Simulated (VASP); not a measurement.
# SiC (R-3m) in VASP: notebook

Runs on SiC. Level: PBE. Tasks: single point, relaxation of cell and atoms.

All numbers are computed with VASP 6.6.1; they aren't measurements. Logs are shortened: lines on timing, memory, paths and dates and some standing lists are left out, and cuts for length are marked.

## Step 1: The cell of the first run

Symmetry: R-3m, No. 166, trigonal system. Conventional cell: a = 2.706 Å, b = 2.706 Å, c = 13.255 Å, α = 90.00°, β = 90.00°, γ = 120.00°. Within 3.6 Å of Si (site symmetry -3m) lie 6 Si at 2.71 Å and 6 C at 2.71 Å. Within 3.6 Å of C (site symmetry -3m) lie 6 C at 2.71 Å and 6 Si at 2.71 Å.

## Step 2: Single point, PBE

Contents of INCAR:

```
  ALGO = Normal
  EDIFF = 1E-6
  ENCUT = 520
  GGA = PE
  ISIF = 2
  ISMEAR = 0
  LASPH = True
  LCHARG = False
  LREAL = False
  LWAVE = False
  NBANDS = 11
  NELM = 100
  PREC = Accurate
  SIGMA = 0.1
```

Contents of KPOINTS:

```
k-points
0
Gamma
  6 6 6
```

Contents of POSCAR:

```
SiC
1.0
    1.3528100700      0.7810452600      4.4182591900
   -1.3528100700      0.7810452600      4.4182591900
    0.0000000000     -1.5620905200      4.4182591900
Si C
1 1
Direct
    0.5000000000      0.5000000000      0.5000000000
    0.0000000000      0.0000000000      0.0000000000
```

Potentials or basis: VASP PAW PBE potentials, release 64 (Si, C).

Started as:

```sh
$ cat potpaw_PBE.64/Si/POTCAR potpaw_PBE.64/C/POTCAR > POTCAR
$ mpirun -np 1 vasp_std > vasp.out
```

OUTCAR:

```text
EDIFF = 1E-6
   ENCUT = 520
   GGA = PE
   ISIF = 2
   ISMEAR = 0
   LASPH = True
   LREAL = False
   NELM = 100
   PREC = Accurate

 ion  position               nearest neighbor table
   1  0.500  0.500  0.500-
   2  0.000  0.000  0.000-

  LATTYP: Found a trigonal (rhomboedric) cell.
 ALAT       =     4.6862715514
 COS(alpha) =     0.8333333330

  Lattice vectors:

 A1 = (   1.3528100700,   0.7810452600,   4.4182591900)
 A2 = (  -1.3528100700,   0.7810452600,   4.4182591900)
 A3 = (   0.0000000000,  -1.5620905200,   4.4182591900)

Analysis of symmetry for initial positions (statically):
=====================================================================
 Subroutine PRICEL returns:
 Original cell was already a primitive cell.

 Routine SETGRP: Setting up the symmetry group for a
 trigonal (rhombohedral) supercell.

 Subroutine GETGRP returns: Found 12 space group operations
 (whereof 12 operations were pure point group operations)
 out of a pool of 12 trial point group operations.

The static configuration has the point symmetry D_3d.

Analysis of symmetry for dynamics (positions and initial velocities):
=====================================================================
 Subroutine PRICEL returns:
 Original cell was already a primitive cell.

 Routine SETGRP: Setting up the symmetry group for a
 trigonal (rhombohedral) supercell.

 Subroutine GETGRP returns: Found 12 space group operations
 (whereof 12 operations were pure point group operations)
 out of a pool of 12 trial point group operations.

The dynamic configuration has the point symmetry D_3d.

 Subroutine INISYM returns: Found 12 space group operations
 (whereof 12 operations are pure point group operations),
 and found     1 'primitive' translations

----------------------------------------------------------------------------------------

                                     Primitive cell

  volume of cell :      28.0102

  direct lattice vectors                    reciprocal lattice vectors
     1.352810070  0.781045260  4.418259190     0.369601033  0.213389256  0.075444495
    -1.352810070  0.781045260  4.418259190    -0.369601033  0.213389256  0.075444495
     0.000000000 -1.562090520  4.418259190     0.000000000 -0.426778511  0.075444495

  length of vectors
     4.686271551  4.686271551  4.686271552     0.433395628  0.433395628  0.433395627

  position of ions in fractional coordinates (direct lattice)
     0.500000000  0.500000000  0.500000000
     0.000000000  0.000000000  0.000000000
[... 79 lines left out ...]
   EDIFFG = 0.1E-04   stopping-criterion for IOM
   NSW    =      0    number of steps for IOM
   IBRION =     -1    ionic relax: 0-MD 1-quasi-New 2-CG
   NFREE  =      0    steps in history (QN), initial steepest desc. (CG)
   ISIF   =      2    stress and relaxation
   ISYM   =      2    0-nonsym 1-usesym 2-fastsym
   POTIM  = 0.5000    time-step for ionic-motion
   TEBEG  =    0.0;   TEEND  =   0.0 temperature during run
   PSTRESS=    0.0 pullay stress
   NELECT =       8.0000    total number of electrons
   NUPDOWN=      -1.0000    fix difference up-down
   EMIN   =  10.00;   EMAX   =-10.00  energy-range for DOS
   EFERMI =   0.00;   METHOD = LEGACY
   ISMEAR =     0;   SIGMA  =   0.10  broadening in eV -4-tet -1-fermi 0-gaus
   EFERMI_NEDOS =   21; number of points for ismear=-14 and -15
   IALGO  =     38    algorithm
   IMIX   =      4    mixing-type and parameters
     AMIX     =   0.40;   BMIX     =  1.00
     AMIX_MAG =   1.60;   BMIX_MAG =  1.00
  volume/ion in A,a.u.               =      14.01        94.51
  Fermi-wavevector in a.u.,A,eV,Ry     =   1.078118  2.037348 15.814577  1.162339
  Thomas-Fermi vector in A             =   2.214048
   LORBIT       =      0    0 simple, 1 ext, 2 COOP (PROOUT), +10 PAW based schemes
   GGA     = PE    functional components
   LHFCALC =     F    Hartree Fock is set to
   AEXX    =    0.0000 exact exchange contribution
   IVDW    =     0    specifies the selected vdW correction
   LEPSILON=     F    determine dielectric tensor
   LRPA    =     F    only Hartree local field effects (RPA)
 non-spin polarized calculation
 Gauss-broadening in eV      SIGMA  =   0.10
  energy-cutoff  :      520.00
  volume of cell :       28.01
 maximum number of plane-waves:       767
   NGX = 17   NGY = 17   NGZ = 17

 number of electron       8.0000000 magnetization

 Free energy of the ion-electron system (eV)
  ---------------------------------------------------
  ext. energy  EPLUGINS =         0.00000000
  ---------------------------------------------------
  free energy    TOTEN  =        -9.19300216 eV

  energy without entropy =       -9.18442299  energy(sigma->0) =       -9.18871257

 E-fermi :   5.9519     XC(G=0): -10.5904

 val. band max:        5.9226873642   @ k =  -0.3333   0.5000   0.1667
 cond. band min:       6.0086782560   @ k =  -0.1667   0.3333   0.1667
 fundamental gap:      0.0859908918
 Fermi energy:         5.9519115998

 k-point     1 :       0.0000    0.0000    0.0000
  band No.  band energies     occupation
      1      -7.5427      2.00000
      2      -1.9733      2.00000
      3       0.5231      2.00000
      4       9.3872      0.00000
      5       9.3872      0.00000
      6      12.5550      0.00000
      7      16.8653      0.00000
      8      16.8653      0.00000
      9      17.6641      0.00000
     10      18.7830      0.00000
     11      18.7830      0.00000
[... 309 lines left out ...]
 k-point    24 :      -0.3333    0.5000    0.1667
  band No.  band energies     occupation
      1      -2.5415      2.00000
      2      -0.7339      2.00000
      3       2.1487      2.00000
      4       4.3823      2.00000
      5       5.9227      1.32061
      6       7.8197      0.00000
      7       9.4266      0.00000
      8      11.4651      0.00000
      9      14.3452      0.00000
     10      17.6172      0.00000
     11      18.5996      0.00000

 [... further k-points ...]
[... 5 lines left out ...]
  --------------------------------------------------------------------------------------
  -------------------------------------------------------------------------------------
  Total       -2.1850426     -2.1850426     -5.3079122      0.0000000     -0.0000000      0.0000000
  in kB     -124.9841739   -124.9841745   -303.6119375      0.0000000     -0.0000000      0.0000000
  external PRESSURE =    -184.5267620 kB  Pullay stress =       0.0000000 kB

 VOLUME and BASIS-vectors are now :
 -----------------------------------------------------------------------------
  energy-cutoff  :      520.00
  volume of cell :       28.01
      direct lattice vectors                 reciprocal lattice vectors
     1.352810070  0.781045260  4.418259190     0.369601033  0.213389256  0.075444495
    -1.352810070  0.781045260  4.418259190    -0.369601033  0.213389256  0.075444495
     0.000000000 -1.562090520  4.418259190     0.000000000 -0.426778511  0.075444495

 POSITION                                       TOTAL-FORCE (eV/Angst)
 -----------------------------------------------------------------------------------
      0.00000      0.00000      6.62739         0.000000     -0.000000      0.000000
      0.00000      0.00000      0.00000        -0.000000      0.000000     -0.000000
 -----------------------------------------------------------------------------------
    total drift:                                0.000000      0.000000     -0.000000

  FREE ENERGIE OF THE ION-ELECTRON SYSTEM (eV)
  ---------------------------------------------------
  free  energy   TOTEN  =        -9.1930021556 eV

  energy  without entropy=       -9.1844229919  energy(sigma->0) =       -9.18871257
```

Run time: 41 s. Hardware: 1 thread of AMD EPYC 7R13, shared host; peak memory 0.16 GiB.

What came out:

```
Free energy            : -9.1930 eV
Pressure               : -18.5 GPa
Band gap on the k mesh : zero (band 4 reaches 9.39 eV, above the bottom of band 5 at 3.81 eV)
```

Caveat: the k points lie up to 0.45 Å⁻¹ apart.

## Step 3: Relaxation of cell and atoms, PBE

Contents of INCAR:

```
SYSTEM = SiC
ALGO = Normal
EDIFF = 1E-7
EDIFFG = -0.04
ENCUT = 600
GGA = PE
IBRION = 2
ISIF = 3
ISMEAR = 0
LASPH = .TRUE.
LCHARG = .FALSE.
LREAL = .FALSE.
LWAVE = .FALSE.
NELM = 60
NSW = 90
PREC = Accurate
SIGMA = 0.1
```

Contents of KPOINTS:

```
k-points
0
G
  6 6 6
  0 0 0
```

POSCAR is that of step 2.

Potentials or basis: VASP PAW PBE potentials, release 64 (Si, C).

Started as:

```sh
$ cat potpaw_PBE.64/Si/POTCAR potpaw_PBE.64/C/POTCAR > POTCAR
$ mpirun -np 1 vasp_std > vasp.out
```

OUTCAR:

```text
SYSTEM = SiC
   EDIFF = 1E-7
   EDIFFG = -0.04
   ENCUT = 600
   GGA = PE
   IBRION = 2
   ISIF = 3
   ISMEAR = 0
   LASPH = .TRUE.
   LREAL = .FALSE.
   NELM = 60
   NSW = 90
   PREC = Accurate

 ion  position               nearest neighbor table
   1  0.500  0.500  0.500-
   2  0.000  0.000  0.000-

  LATTYP: Found a trigonal (rhomboedric) cell.
 ALAT       =     4.6862715514
 COS(alpha) =     0.8333333330

  Lattice vectors:

 A1 = (   1.3528100700,   0.7810452600,   4.4182591900)
 A2 = (  -1.3528100700,   0.7810452600,   4.4182591900)
 A3 = (   0.0000000000,  -1.5620905200,   4.4182591900)

Analysis of symmetry for initial positions (statically):
=====================================================================
 Subroutine PRICEL returns:
 Original cell was already a primitive cell.

 Routine SETGRP: Setting up the symmetry group for a
 trigonal (rhombohedral) supercell.

 Subroutine GETGRP returns: Found 12 space group operations
 (whereof 12 operations were pure point group operations)
 out of a pool of 12 trial point group operations.

The static configuration has the point symmetry D_3d.

Analysis of symmetry for dynamics (positions and initial velocities):
=====================================================================
 Subroutine PRICEL returns:
 Original cell was already a primitive cell.
[... 193 lines left out ...]

 number of electron       8.0000000 magnetization

 E-fermi :   8.8223     XC(G=0): -11.6306

 val. band max:        8.7974118629   @ k =  -0.1667   0.3333   0.1667
 cond. band min:       8.9458876337   @ k =  -0.1667   0.1667   0.1667
 fundamental gap:      0.1484757709
 Fermi energy:         8.8223048967

 k-point     1 :       0.0000    0.0000    0.0000
  band No.  band energies     occupation
      1      -6.9369      2.00000
      2       1.6951      2.00000
      3       2.1767      2.00000
      4      12.6433      0.00000
      5      12.6433      0.00000
      6      18.4253      0.00000
      7      21.8638      0.00000
      8      21.8638      0.00000
[... 318 lines left out ...]
  FREE ENERGIE OF THE ION-ELECTRON SYSTEM (eV)
  ---------------------------------------------------
  free  energy   TOTEN  =       -10.2051113962 eV

  energy  without entropy=      -10.1972967886  energy(sigma->0) =      -10.20120409

[... ionic steps 4 to 10 ...]

--------------------------------------- Ionic step       11  -------------------------------------------

 number of electron       8.0000000 magnetization

------------------------ aborting loop because EDIFF is reached ----------------------------------------
[... 67 lines left out ...]
--------------------------------------- Ionic step       13  -------------------------------------------

 number of electron       8.0000000 magnetization

 Free energy of the ion-electron system (eV)
  ---------------------------------------------------
  ext. energy  EPLUGINS =         0.00000000
  ---------------------------------------------------
  free energy    TOTEN  =       -13.54862448 eV

  energy without entropy =      -13.54675358  energy(sigma->0) =      -13.54768903

 E-fermi :  12.3640     XC(G=0): -12.6851

 val. band max:       12.3597620142   @ k =   0.0000   0.0000   0.0000
 cond. band min:      12.4127471625   @ k =   0.0000   0.0000   0.0000
 fundamental gap:      0.0529851483
 Fermi energy:        12.3640484330

 k-point     1 :       0.0000    0.0000    0.0000
  band No.  band energies     occupation
      1      -6.0663      2.00000
      2      12.3598      1.04834
      3      12.4127      0.49101
      4      12.4127      0.49101
      5      19.8252      0.00000
      6      21.2652      0.00000
      7      21.3365      0.00000
      8      21.3365      0.00000
[... 282 lines left out ...]
  FREE ENERGIE OF THE ION-ELECTRON SYSTEM (eV)
  ---------------------------------------------------
  free  energy   TOTEN  =       -13.5486244784 eV

  energy  without entropy=      -13.5467535801  energy(sigma->0) =      -13.54768903

 reached required accuracy - stopping structural energy minimisation
```

CONTCAR:

```text
SiC
   1.00000000000000
     1.4311751650200639    0.8262893688751229    2.3429648510876300
    -1.4311751650200639    0.8262893688751229    2.3429648510876300
     0.0000000000000000   -1.6525787377502459    2.3429648510876300
  Si              C
     1     1
Direct
     0.5000000000000000    0.5000000000000000    0.5000000000000000
     0.0000000000000000    0.0000000000000000    0.0000000000000000

  0.00000000E+00  0.00000000E+00  0.00000000E+00
  0.00000000E+00  0.00000000E+00  0.00000000E+00
```

Wall time 5.6 min (1 thread of AMD EPYC 7R13, shared host); peak memory 0.22 GiB.

Results:

```
Free energy                            : -13.5486 eV
Relaxed volume                         : 8.31 Å³/atom
Relaxed cell                           : a = 2.867 Å, b = 2.867 Å, c = 2.867 Å, α = 59.89°, β = 59.89°, γ = 59.89°
Space group after relaxing (to 0.05 Å) : Fm-3m (No. 225)
Energy gained by relaxing              : 2177.8 meV/atom
Ionic steps                            : 13
Pressure after relaxing                : 0.2 GPa
Band gap on the k mesh                 : zero (band 4 reaches 12.41 eV, above the bottom of band 5 at 11.42 eV)
```

Stress tensor (GPa, compression positive):
```
 0.61  0.00  0.00
 0.00  0.61  0.00
 0.00  0.00 -0.49
```

The path:
| step | energy change (eV) | largest force (eV/Å) | pressure (GPa) | volume (Å³) |
| --- | --- | --- | --- | --- |
| 1 | 0.0000 | 0.0000 | -18.48 | 28.01 |
| 2 | -0.8444 | 0.0000 | -9.13 | 21.91 |
| 3 | -1.0121 | 0.0000 | 5.17 | 19.48 |
| 4 | -1.0261 | 0.0000 | 9.61 | 18.92 |
| 5 | -1.9430 | 0.0000 | 14.41 | 17.43 |
| 6 | 3.0292 | 0.0000 | 330.50 | 10.42 |
| 7 | -4.0855 | 0.0000 | 38.46 | 14.85 |
| 8 | -3.9612 | 0.0000 | 56.83 | 14.20 |
| 9 | -4.0834 | 0.0000 | 44.62 | 14.62 |
| 10 | -4.1246 | 0.0000 | 15.30 | 16.02 |
| 11 | -4.2246 | 0.0000 | 26.27 | 15.32 |
| 12 | -4.3531 | 0.0000 | 3.62 | 16.42 |
| 13 | -4.3556 | 0.0000 | 0.25 | 16.62 |

Final structure:
```
Si C
1.0
     1.43118    0.82629    2.34296
    -1.43118    0.82629    2.34296
     0.00000   -1.65258    2.34296
Si C
1 1
Cartesian
  0.0000 0.0000 3.5144
  0.0000 0.0000 0.0000
```

Levels at points of the mesh, in eV from the Fermi level:
```
           k point  band 1  band 2  band 3  band 4  band 5  band 6  band 7  band 8
(0.00, 0.00, 0.00)  -18.43    0.00    0.05    0.05    7.46    8.90    8.97    8.97
(0.50, 0.00, 0.00)  -13.25  -11.51   -1.04   -1.01    5.22    5.25    5.91    9.57
(0.50, 0.50, 0.00)  -11.49   -9.77   -4.30   -4.26   -0.95    2.55   14.82   14.82
(0.50, 0.50, 0.50)  -13.27  -11.54   -0.99   -0.99    5.28    5.28    5.96    9.62
```

Caveat: the k points lie up to 0.45 Å⁻¹ apart in the final cell; the volume moved by over 15 % at a fixed basis, so the end points are rough.
